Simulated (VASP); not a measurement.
Set up this calculation in VASP 6.6.1, as the native input.

```
Task                   : single point
Functional             : PBEsol
Potentials or basis    : VASP PAW PBE potentials, release 64 (La)
Cutoff                 : 520 eV
k mesh                 : 8 × 8 × 5
Occupations            : fermi-dirac, width 0.05 eV
Spin                   : no spin polarisation
Hubbard terms          : La f U = 6.0 eV
Dipole correction      : no
Further INCAR settings : ALGO = Normal; EDIFF = 1e-06; NBANDS = 18
```

The structure of La lies in POSCAR:

```
La
1.0
    3.7500000000      0.0000000000      0.0000000000
   -1.8750000000      3.2475952642      0.0000000000
    0.0000000000      0.0000000000      6.0700000000
La
2
Direct
    0.6666666667      0.3333333333      0.7500000000
    0.3333333333      0.6666666667      0.2500000000
```

One way to write it, as run:

INCAR

```
PREC = Accurate ; ENCUT = 520
EDIFF = 1E-6 ; ISMEAR = -1
SIGMA = 0.05 ; LREAL = F
LASPH = T ; NELM = 150
ALGO = Normal ; ISIF = 2
LWAVE = F ; LCHARG = F
LMAXMIX = 6 ; LDAU = T
LDAUTYPE = 2 ; LDAUL = 3
LDAUU = 6 ; LDAUJ = 0
LDAUPRINT = 1 ; GGA = PS
NBANDS = 18
```

KPOINTS

```
regular mesh
0
Gamma
  8 8 5
```

Potentials or basis: VASP PAW PBE potentials, release 64 (La).

The run is started by

```console
$ cat potpaw_PBE.64/La/POTCAR > POTCAR
$ mpirun -np 1 vasp_std > vasp.out
```

Results of the run:

```json
{
  "Pressure": "-0.1 GPa",
  "Band gap on the k mesh": "zero (bands 11 and 12 overlap by 1.58 eV)"
}
```

Caveat: the PAW data sets were made with another functional, which shifts forces and pressure a little; spin-orbit coupling is left out, which moves the levels of the heavy elements; U without spin polarisation on a metal has little footing; the U is typed as a test and isn't derived for this compound.

It took 33 s on 1 thread of Intel(R) Xeon(R) Platinum 8488C (Sapphire Rapids) (shared host), peak memory 0.2 GiB.
